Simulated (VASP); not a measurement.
Here is a VASP 6.6.1 calculation.

INCAR

```
SYSTEM = Al
PREC = Accurate
ENCUT = 520
EDIFF = 1E-6
ISMEAR = 0
SIGMA = 0.15
LREAL = .FALSE.
LASPH = .TRUE.
NELM = 60
ALGO = Fast
ISIF = 2
LWAVE = .FALSE.
LCHARG = .FALSE.
GGA = PS
NBANDS = 14
```

KPOINTS

```
Automatic mesh
0
G
  18 18 6
  0 0 0
```

Contents of POSCAR:

```
Al
1.0
    2.8362844918      0.0000000000      0.0000000000
   -1.4181422459      2.4562944222      0.0000000000
    0.0000000000      0.0000000000      9.3221494563
Al
4
Direct
    0.0000000000      0.0000000000      0.0429085590
    0.3333333333      0.6666666667      0.2500000000
    0.0000000000      0.0000000000      0.5000000000
    0.6666666667      0.3333333333      0.7500000000
```

Potentials or basis: VASP PAW PBE potentials, release 64 (Al).

Launch:

```sh
$ cat potpaw_PBE.64/Al/POTCAR > POTCAR
$ mpirun -np 1 vasp_std > vasp.out
```

**Question.** Estimate the pressure.

**Answer.** 3.6 GPa.

**Question.** Estimate the band gap on the k mesh.

**Answer.** Zero (bands 6 and 7 overlap by 5.14 eV).

**Question.** What does it give for the largest force?

**Answer.** 2.448 eV/Å.

Forces on the atoms (eV/Å):
```
Al   0.000  0.000 -2.448
Al   0.000  0.000  1.921
Al   0.000  0.000 -0.010
Al   0.000  0.000  0.537
```

Caveat: the cell differs from its parent crystal (atom 1 (Al) moved +0.400 Å along Cartesian [0 0 1]); the cell stands under pressure; the PAW data sets were made with another functional, which shifts forces and pressure a little.
